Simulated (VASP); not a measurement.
Wanted: the native input for a VASP 6.6.1 run.

```
Task                   : electric field gradients
Functional             : PBEsol
Potentials or basis    : VASP PAW PBE potentials, release 64 (Hf_pv)
Cutoff                 : 520 eV
k mesh                 : 16 × 16 × 16
Occupations            : fermi-dirac, width 0.08 eV
Spin                   : no spin polarisation
Dipole correction      : no
Further INCAR settings : ALGO = Normal; EDIFF = 1e-08; NBANDS = 11
```

The structure of Hf lies in POSCAR:

```
Hf
1.0
   -1.7681529262      1.7681529262      1.7681529262
    1.7681529262     -1.7681529262      1.7681529262
    1.7681529262      1.7681529262     -1.7681529262
Hf
1
Direct
    0.0000000000      0.0000000000      0.0000000000
```

This cell differs from its parent crystal: volume scaled by 0.94.

The input as run:

INCAR

```
SYSTEM = Hf
  ALGO = Normal
  EDIFF = 1E-8
  ENCUT = 520
  GGA = PS
  ISIF = 2
  ISMEAR = -1
  LASPH = .True.
  LCHARG = .False.
  LEFG = .True.
  LREAL = .False.
  LWAVE = .False.
  NBANDS = 11
  NELM = 80
  PREC = Accurate
  SIGMA = 0.08
```

KPOINTS

```
k-points
0
Gamma
  16 16 16
  0 0 0
```

Potentials or basis: VASP PAW PBE potentials, release 64 (Hf_pv).

Launch:

```sh
$ cat potpaw_PBE.64/Hf_pv/POTCAR > POTCAR
$ mpirun -np 1 vasp_std > vasp.out
```

It gave:

```
Pressure               : -4.0 GPa
Band gap on the k mesh : zero (band 5 reaches 6.01 eV, above the bottom of band 6 at 3.73 eV)
```

Caveat: without QUAD_EFG the Cq values of the log hold for a quadrupole moment of 1 mb, not for the nuclei; the PAW data sets were made with another functional, which shifts forces and pressure a little; spin-orbit coupling is left out, which moves the levels of the heavy elements.

It took 14 s on 1 thread of Intel(R) Xeon(R) 6975P-C (Granite Rapids) (shared host), peak memory 0.15 GiB.
